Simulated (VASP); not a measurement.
Write the native input for VASP 6.6.1 that does the following.

| Item | Value |
| --- | --- |
| Task | single point |
| Functional | BLYP |
| Dispersion | D3(BJ) |
| Potentials or basis | VASP PAW PBE potentials, release 64 (Pb_d, Te) |
| Cutoff | 520 eV |
| k mesh | 7 × 7 × 7 |
| Occupations | fermi-dirac, width 0.05 eV |
| Spin | no spin polarisation |
| Dipole correction | no |
| Further INCAR settings | ALGO = Normal; EDIFF = 1e-07; NBANDS = 17 |

The structure of TePb lies in POSCAR:

```
TePb
1.0
    4.0777523161      0.0000000000      0.0000000000
    0.0000000000      4.0777523161      0.0000000000
    0.0000000000      0.0000000000      4.0777523161
Pb Te
1 1
Direct
    0.0000000000      0.0000000000      0.0000000000
    0.5000000000      0.5000000000      0.5000000000
```

These files were run (other wordings do the same):

INCAR

```
AGGAC = 1.0 ; AGGAX = 1.0
ALDAC = 0.0 ; ALDAX = 1.0
ALGO = Normal ; EDIFF = 1E-7
ENCUT = 520 ; GGA = B5
ISIF = 2 ; ISMEAR = -1
IVDW = 12 ; LASPH = True
LCHARG = False ; LREAL = False
LWAVE = False ; NBANDS = 17
NELM = 80 ; PREC = Accurate
SIGMA = 0.05 ; VDW_A1 = 0.4298
VDW_A2 = 4.2359 ; VDW_S6 = 1.0
VDW_S8 = 2.6996
```

KPOINTS

```
k-points
0
Gamma
  7 7 7
```

Potentials or basis: VASP PAW PBE potentials, release 64 (Pb_d, Te).

Run with:

```sh
$ cat potpaw_PBE.64/Pb_d/POTCAR potpaw_PBE.64/Te/POTCAR > POTCAR
$ mpirun -np 1 vasp_std > vasp.out
```

It gave:

The pressure is 0.1 GPa. The band gap on the k mesh is zero (band 10 reaches 6.37 eV, above the bottom of band 11 at 5.79 eV) and the dispersion energy per atom is -1.019 eV.

Caveat: the PAW data sets were made with another functional, which shifts forces and pressure a little; spin-orbit coupling is left out, which moves the levels of the heavy elements; pairwise dispersion overbinds metals, which lowers pressure and volume.

Run time: 50 s on 1 thread of AMD EPYC 7571, on a shared host, peak memory 0.15 GiB.
